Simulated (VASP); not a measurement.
Runs of VASP 6.6.1 on YHSe. The structure is that of space group P-6m2 (No. 187), or close to it. The cells are those of the table. 

```tsv
cell	gap on the mesh (eV)	pressure (GPa)
a = 3.687, b = 3.687, c = 4.229 Å, angles 90.0, 90.0, 120.0°, 3 atoms	1.93	-4.5
a = 3.534, b = 3.534, c = 3.602 Å, angles 90.0, 90.0, 120.0°, 3 atoms	1.34	26.1
a = 3.534, b = 3.534, c = 3.759 Å, angles 90.0, 90.0, 120.0°, 3 atoms	1.80	(a)
a = 3.534, b = 3.534, c = 4.229 Å, angles 90.0, 90.0, 120.0°, 3 atoms	1.36	3.5
a = 4.148, b = 4.148, c = 3.916 Å, angles 90.0, 90.0, 120.0°, 3 atoms	0.66	-13.5
a = 4.148, b = 4.148, c = 3.602 Å, angles 90.0, 90.0, 120.0°, 3 atoms	0.07	(c)
a = 3.841, b = 3.841, c = 3.602 Å, angles 90.0, 90.0, 120.0°, 3 atoms	0.57	2.0
a = 3.534, b = 3.534, c = 3.916 Å, angles 90.0, 90.0, 120.0°, 3 atoms	1.85	(b)
a = 3.687, b = 3.687, c = 3.916 Å, angles 90.0, 90.0, 120.0°, 3 atoms	1.85	1.7
a = 3.841, b = 3.841, c = 4.229 Å, angles 90.0, 90.0, 120.0°, 3 atoms	1.96	-9.9
a = 3.534, b = 3.534, c = 4.072 Å, angles 90.0, 90.0, 120.0°, 3 atoms	1.77	7.4
a = 3.687, b = 3.687, c = 3.602 Å, angles 90.0, 90.0, 120.0°, 3 atoms	0.91	11.9
```

Alike in all rows: task single point; level LDA; potentials or basis VASP PAW LDA potentials, release 64 (Y_sv, H, Se); no spin polarisation; k mesh 9 × 9 × 8; cutoff (eV) 520; smearing gaussian 0.05 eV.

Fill in the values left out.

(a) 18.4; (b) 12.2; (c) -9.5.

Caveats: semilocal functionals underestimate gaps, and a narrow one can read as zero (at least some runs); the stress differs along the axes, from -17 to 2 GPa (at least some runs); the cell stands under pressure (at least some runs); the stress differs along the axes, from 12 to 22 GPa (at least some runs); the stress differs along the axes, from -16 to 13 GPa (at least some runs); the stress differs along the axes, from -16 to -8 GPa (at least some runs); the stress differs along the axes, from -16 to 3 GPa (at least some runs).

A k mesh can miss the band edges, and the runs leave out spin-orbit coupling on Se, Y.
